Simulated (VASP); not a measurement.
# Zn (Im-3m) in VASP: notebook, part 2 of 2

VASP 6.6.1. The steps go on from the part before.

**4. Single point, B3LYP**

This run uses another cell than the first one, of 15.45 Å³/atom.

POSCAR reads:

```
Zn
1.0
   -1.5690370000      1.5690370000      1.5690370000
    1.5690370000     -1.5690370000      1.5690370000
    1.5690370000      1.5690370000     -1.5690370000
Zn
1
Direct
    0.0000000000      0.0000000000      0.0000000000
```

INCAR.step1 reads:

```
SYSTEM = Zn
PREC     = Accurate       ! precision mode
ENCUT    = 520            ! plane-wave cutoff, eV
EDIFF    = 1E-5           ! SCF threshold, eV
ISMEAR   = -1             ! smearing method
SIGMA    = 0.05           ! smearing width, eV
LREAL    = .False.        ! projectors in reciprocal space
LASPH    = .True.         ! aspherical terms in the spheres
NELM     = 60             ! most SCF steps
ALGO     = Normal         ! electronic algorithm
ISIF     = 2              ! what is computed and relaxed
LWAVE    = .True.         ! write WAVECAR
NBANDS   = 12             ! bands
GGA      = PE             ! functional
```

INCAR.step2 reads:

```
SYSTEM = Zn
PREC     = Accurate       ! precision mode
ENCUT    = 520            ! plane-wave cutoff, eV
EDIFF    = 1E-7           ! SCF threshold, eV
ISMEAR   = -1             ! smearing method
SIGMA    = 0.05           ! smearing width, eV
LREAL    = .False.        ! projectors in reciprocal space
LASPH    = .True.         ! aspherical terms in the spheres
NELM     = 60             ! most SCF steps
ALGO     = Normal         ! electronic algorithm
ISIF     = 2              ! what is computed and relaxed
LWAVE    = .False.        ! write WAVECAR
LCHARG   = .True.         ! write CHGCAR
GGA      = B3             ! functional
LHFCALC  = .True.         ! exact exchange
AEXX     = 0.2            ! exact-exchange fraction
AGGAX    = 0.72         
AGGAC    = 0.81         
ALDAC    = 0.19         
PRECFOCK = Normal       
LELF     = .True.         ! ELF
LVHAR    = .True.       
NBANDS   = 12             ! bands
ISTART   = 1
```

KPOINTS reads:

```
regular mesh
0
Gamma
  6 6 6
  0 0 0
```

Potentials or basis: VASP PAW PBE potentials, release 64 (Zn).

Run with:

```bash
> cat potpaw_PBE.64/Zn/POTCAR > POTCAR
> cp INCAR.step1 INCAR
> mpirun -np 1 vasp_std > vasp.out
> cp INCAR.step2 INCAR
> mpirun -np 1 vasp_std > vasp.out
```

OUTCAR:

```text
SYSTEM = Zn
   PREC = Accurate
   ENCUT = 520
   EDIFF = 1E-7
   ISMEAR = -1
   LREAL = .False.
   LASPH = .True.
   NELM = 60
   ISIF = 2
   GGA = B3
   LHFCALC = .True.
   AEXX = 0.2
   PRECFOCK = Normal
   ISTART = 1

 ion  position               nearest neighbor table
   1  0.000  0.000  0.000-

  LATTYP: Found a body centered cubic cell.
 ALAT       =     3.1380740000

  Lattice vectors:

 A1 = (  -1.5690370000,   1.5690370000,   1.5690370000)
 A2 = (   1.5690370000,  -1.5690370000,   1.5690370000)
 A3 = (   1.5690370000,   1.5690370000,  -1.5690370000)

Analysis of symmetry for initial positions (statically):
=====================================================================
 Subroutine PRICEL returns:
 Original cell was already a primitive cell.

 Routine SETGRP: Setting up the symmetry group for a
 body centered cubic supercell.

 Subroutine GETGRP returns: Found 48 space group operations
 (whereof 48 operations were pure point group operations)
 out of a pool of 48 trial point group operations.

The static configuration has the point symmetry O_h .

Analysis of symmetry for dynamics (positions and initial velocities):
=====================================================================
 Subroutine PRICEL returns:
 Original cell was already a primitive cell.

 Routine SETGRP: Setting up the symmetry group for a
 body centered cubic supercell.

 Subroutine GETGRP returns: Found 48 space group operations
 (whereof 48 operations were pure point group operations)
 out of a pool of 48 trial point group operations.

The dynamic configuration has the point symmetry O_h .

 Subroutine INISYM returns: Found 48 space group operations
 (whereof 48 operations are pure point group operations),
 and found     1 'primitive' translations

[... 115 lines left out ...]
   AEXX    =    0.2000 exact exchange contribution
   HFSCREEN=    0.0000 screening length (either q_TF or 0.3 A-1)
   HFSCREENC=   0.0000 screening length for correlation (either q_TF or 0.3 A-1)
   ENCUTFOCK=  -1.0 apply spherical cutoff to Coloumb kernel
   IVDW    =     0    specifies the selected vdW correction
   LEPSILON=     F    determine dielectric tensor
   LRPA    =     F    only Hartree local field effects (RPA)
 non-spin polarized calculation
  energy-cutoff  :      520.00
  volume of cell :       15.45
 maximum number of plane-waves:       430
  NGX = 16; NGY = 16; NGZ = 16

 number of electron      12.0000023 magnetization

 Free energy of the ion-electron system (eV)
  ---------------------------------------------------
  ext. energy  EPLUGINS =         0.00000000
  ---------------------------------------------------
  free energy    TOTEN  =        -0.48806719 eV

  energy without entropy =       -0.48494306  energy(sigma->0) =       -0.48650513

 E-fermi :   3.6992     XC(G=0):  -9.1706

 val. band max:        2.8445192821   @ k =   0.3333   0.1667   0.1667
 cond. band min:       3.7541454262   @ k =   0.3333   0.1667   0.1667
 fundamental gap:      0.9096261441
 Fermi energy:         3.6992146838

 k-point     1 :       0.0000    0.0000    0.0000
  band No.  band energies     occupation
      1      -8.3908      2.00000
      2      -6.7581      2.00000
      3      -6.7581      2.00000
      4      -6.7581      2.00000
      5      -6.2663      2.00000
      6      -6.2663      2.00000
      7      23.4332      0.00000
      8      23.4333      0.00000
      9      23.4333      0.00000
     10      25.4086      0.00000
     11      25.4086      0.00000
     12      25.4086      0.00000
[... 211 lines left out ...]
 k-point    16 :       0.5000    0.5000    0.5000
  band No.  band energies     occupation
      1      -7.2814      2.00000
      2      -7.2814      2.00000
      3      -5.9729      2.00000
      4      -5.9729      2.00000
      5      -5.9729      2.00000
      6       8.2479      0.00000
      7       8.2479      0.00000
      8       8.2479      0.00000
      9      11.6569      0.00000
     10      12.8626      0.00000
     11      12.8626      0.00000
     12      37.6685      0.00000

------------------------ aborting loop because EDIFF is reached ----------------------------------------

  FORCE on cell =-STRESS in cart. coord.  units (eV):
  Direction    XX          YY          ZZ          XY          YZ          ZX
  --------------------------------------------------------------------------------------
  -------------------------------------------------------------------------------------
  Total        0.4018173      0.4018173      0.4018173      0.0000000     -0.0000000      0.0000000
  in kB       41.6657933     41.6657933     41.6657933      0.0000000     -0.0000000      0.0000000
  external PRESSURE =      41.6657933 kB  Pullay stress =       0.0000000 kB

 VOLUME and BASIS-vectors are now :
 -----------------------------------------------------------------------------
  energy-cutoff  :      520.00
  volume of cell :       15.45
      direct lattice vectors                 reciprocal lattice vectors
    -1.569037000  1.569037000  1.569037000     0.000000000  0.318666800  0.318666800
     1.569037000 -1.569037000  1.569037000     0.318666800  0.000000000  0.318666800
     1.569037000  1.569037000 -1.569037000     0.318666800  0.318666800  0.000000000

 POSITION                                       TOTAL-FORCE (eV/Angst)
 -----------------------------------------------------------------------------------
      0.00000      0.00000      0.00000         0.000000     -0.000000      0.000000
 -----------------------------------------------------------------------------------
    total drift:                                0.000000     -0.000000     -0.000000

  FREE ENERGIE OF THE ION-ELECTRON SYSTEM (eV)
  ---------------------------------------------------
  free  energy   TOTEN  =        -0.4880671947 eV

  energy  without entropy=       -0.4849430644  energy(sigma->0) =       -0.48650513
```

OUTCAR.step1:

```text
SYSTEM = Zn
   PREC = Accurate
   ENCUT = 520
   EDIFF = 1E-5
   ISMEAR = -1
   LREAL = .False.
[... 446 lines left out ...]
 -----------------------------------------------------------------------------------
      0.00000      0.00000      0.00000         0.000000      0.000000     -0.000000
 -----------------------------------------------------------------------------------
    total drift:                                0.000000     -0.000000      0.000000

  FREE ENERGIE OF THE ION-ELECTRON SYSTEM (eV)
  ---------------------------------------------------
  free  energy   TOTEN  =        -1.0327384505 eV

  energy  without entropy=       -1.0295937267  energy(sigma->0) =       -1.03116609
```

OSZICAR.step1:

```text
N       E                     dE             d eps       ncg     rms          rms(c)
DAV:   1     0.439564864025E+02    0.43956E+02   -0.67595E+03   416   0.162E+03
DAV:   2     0.347060161909E+00   -0.43609E+02   -0.40168E+02   392   0.218E+02
DAV:   3    -0.112074547649E+01   -0.14678E+01   -0.14651E+01   468   0.397E+01
DAV:   4    -0.112397494554E+01   -0.32295E-02   -0.32294E-02   448   0.184E+00
DAV:   5    -0.112397781480E+01   -0.28693E-05   -0.28697E-05   408   0.497E-02    0.274E+00
DAV:   6    -0.103938615773E+01    0.84592E-01   -0.43283E-01   424   0.133E+01    0.210E+00
DAV:   7    -0.103482049464E+01    0.45657E-02   -0.76223E-03   408   0.167E+00    0.106E+00
DAV:   8    -0.103272925487E+01    0.20912E-02   -0.10980E-03   488   0.476E-01    0.400E-02
DAV:   9    -0.103273845046E+01   -0.91956E-05   -0.74486E-05   480   0.113E-01
   1 F= -.10327385E+01 E0= -.10311661E+01  d E =-.314472E-02
```

Run time: 3.6 min. Hardware: 1 thread of Intel Xeon 6975P-C (Granite Rapids), shared host; peak memory 0.13 GiB.

Results:

```
Free energy            : -0.4881 eV
Pressure               : 4.2 GPa
Band gap on the k mesh : zero (bands 6 and 7 overlap by 6.36 eV)
```

Caveat: the k points lie up to 0.47 Å⁻¹ apart, too coarse for converged energies and pressures of a metal; the PAW data sets were made with another functional, which shifts forces and pressure a little.

**5. The runs side by side**

```tsv
level	cell	share of exact exchange	screening parameter	gap on the mesh (eV)	pressure (GPa)
PBEsol-based screened hybrid with 25 % exact exchange	a = 2.679 Å, angles 109.5°, 1 atom	0.25	0.207 1/Å	none	0.0
PBE0	a = 2.717 Å, angles 109.5°, 1 atom	0.25	-	none	-0.2
B3LYP	a = 2.718 Å, angles 109.5°, 1 atom	0.2	-	none	4.2
```

Alike in all rows: task single point; potentials or basis VASP PAW PBE potentials, release 64 (Zn); no spin polarisation; k mesh 6 × 6 × 6; cutoff (eV) 520; smearing fermi-dirac 0.05 eV.

Caveats: all runs use coarse meshes; the PAW data sets were made with another functional, which shifts forces and pressure a little.

Total energies depend on the potentials used, so only differences within one code and one set of settings carry meaning.

The gap in the log of VASP goes by the Fermi energy; the results here count the filled bands.